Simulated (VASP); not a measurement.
A run of VASP 6.6.1 is set up as follows.

INCAR

```
ALGO = Normal
EDIFF = 1E-6
EDIFFG = -0.005
ENCUT = 600
GGA = PE
IBRION = 2
ISIF = 3
ISMEAR = -1
LASPH = T
LCHARG = F
LREAL = F
LWAVE = F
NELM = 100
NSW = 32
PREC = Accurate
PSTRESS = 160.0
SIGMA = 0.1
```

The input KPOINTS:

```
k-points
0
Gamma
  17 17 17
```

The input POSCAR:

```
Ti
1.0
   -1.5638761891      1.5638761891      1.5638761891
    1.5638761891     -1.5638761891      1.5638761891
    1.5638761891      1.5638761891     -1.5638761891
Ti
1
Direct
    0.0000000000      0.0000000000      0.0000000000
```

Potentials or basis: VASP PAW PBE potentials, release 64 (Ti_sv).

Launch:

```sh
$ cat potpaw_PBE.64/Ti_sv/POTCAR > POTCAR
$ mpirun -np 1 vasp_std > vasp.out
```

(1) Predict the space group after relaxing (to 0.05 Å).

(2) Predict the relaxed cell.

(3) What does it give for the relaxed volume?

Results:

(1) Im-3m (No. 229).

(2) a = 2.706 Å, b = 2.706 Å, c = 2.706 Å, α = 109.47°, β = 109.47°, γ = 109.47°.

(3) 15.25 Å³/atom.

Caveat: the cell is relaxed towards a set pressure, so the enthalpy falls and the energy may rise.
